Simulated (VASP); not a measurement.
Set up this calculation in VASP 6.6.1, as the native input.

| Quantity | Value |
| --- | --- |
| Task | relaxation of cell and atoms |
| Functional | PBEsol |
| Potentials or basis | VASP PAW PBE potentials, release 64 (As, B) |
| Cutoff | 600 eV |
| k mesh | 10 × 10 × 10 |
| Occupations | fermi-dirac, width 0.05 eV |
| Spin | no spin polarisation |
| Target pressure | 20 GPa |
| Dipole correction | no |
| Further INCAR settings | ALGO = Normal; EDIFF = 1e-07; IBRION = 2; EDIFFG = -0.005; NSW = 80; ISIF = 3 |

The structure of BAs lies in POSCAR:

```
BAs
1.0
    0.0000000000      2.3885000000      2.3885000000
    2.3885000000      0.0000000000      2.3885000000
    2.3885000000      2.3885000000      0.0000000000
As B
1 1
Direct
    0.7500000000      0.7500000000      0.7500000000
    0.0000000000      0.0000000000      0.0000000000
```

One way to write it, as run:

INCAR

```
SYSTEM = BAs
  PREC = Accurate
  ENCUT = 600
  EDIFF = 1E-7
  ISMEAR = -1
  SIGMA = 0.05
  LREAL = .False.
  LASPH = .True.
  NELM = 80
  ALGO = Normal
  ISIF = 3
  LWAVE = .False.
  LCHARG = .False.
  GGA = PS
  IBRION = 2
  NSW = 80
  EDIFFG = -0.005
  PSTRESS = 200.0
```

KPOINTS

```
regular mesh
0
Gamma
  10 10 10
  0 0 0
```

Potentials or basis: VASP PAW PBE potentials, release 64 (As, B).

Launch:

```bash
$ cat potpaw_PBE.64/As/POTCAR potpaw_PBE.64/B/POTCAR > POTCAR
$ mpirun -np 1 vasp_std > vasp.out
```

Results of the run:

```yaml
Relaxed_volume: 12.18 Å³/atom
Relaxed_cell: a = 3.254 Å, b = 3.254 Å, c = 3.254 Å, α = 60.00°, β = 60.00°, γ = 60.00°
Space_group_after_relaxing_to_0.05_Å: F-43m (No. 216)
Energy_change_on_relaxing_the_enthalpy_is_what_falls: +82.5 meV/atom
Ionic_steps: 7
Pressure_after_relaxing: 20.0 GPa
Band_gap_on_the_k_mesh: 0.96 eV, indirect (least direct gap 3.39 eV)
```

Caveat: the cell is relaxed towards a set pressure, so the enthalpy falls and the energy may rise; the PAW data sets were made with another functional, which shifts forces and pressure a little.

Wall time 52 s on 1 thread of Intel Xeon 6975P-C (shared host), peak memory 0.17 GiB.
